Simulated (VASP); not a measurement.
Wanted: the native input for a VASP 6.6.1 run.

```yaml
Task: single point
Functional: PBE
Potentials_or_basis: VASP PAW PBE potentials, release 64 (C)
Cutoff: 600 eV
k_mesh: 15 × 15 × 5
Occupations: fermi-dirac, width 0.1 eV
Spin: no spin polarisation
Dipole_correction: no
Further_INCAR_settings: ALGO = Normal; EDIFF = 1e-06; NBANDS = 16
```

The structure of C lies in POSCAR:

```
C
1.0
    2.3547412895      0.0000000000      0.0000000000
   -1.1773706447      2.0392657760      0.0000000000
    0.0000000000      0.0000000000      4.6604389182
C
4
Direct
    0.0000000000      0.0000000000      0.2500000000
    0.0000000000      0.0000000000      0.7500000000
    0.3333333333      0.6666666667      0.2500000000
    0.6666666667      0.3333333333      0.7500000000
```

The input as run:

INCAR

```
SYSTEM = C
PREC = Accurate
ENCUT = 600
EDIFF = 1E-6
ISMEAR = -1
SIGMA = 0.1
LREAL = .FALSE.
LASPH = .TRUE.
NELM = 120
ALGO = Normal
ISIF = 2
LWAVE = .FALSE.
LCHARG = .TRUE.
GGA = PE
LELF = .TRUE.
LVHAR = .TRUE.
NBANDS = 16
GGA_COMPAT = .FALSE.
```

KPOINTS

```
Automatic mesh
0
G
  15 15 5
  0 0 0
```

Potentials or basis: VASP PAW PBE potentials, release 64 (C).

Launch:

```bash
$ cat potpaw_PBE.64/C/POTCAR > POTCAR
$ mpirun -np 1 vasp_std > vasp.out
```

Results of the run:

```yaml
Pressure: 95.7 GPa
Band_gap_on_the_k_mesh: zero (band 8 reaches 9.82 eV, above the bottom of band 9 at 8.93 eV)
```

It took 13 s on 1 thread of Intel(R) Xeon(R) 6975P-C (Granite Rapids), on a shared host, peak memory 0.15 GiB.
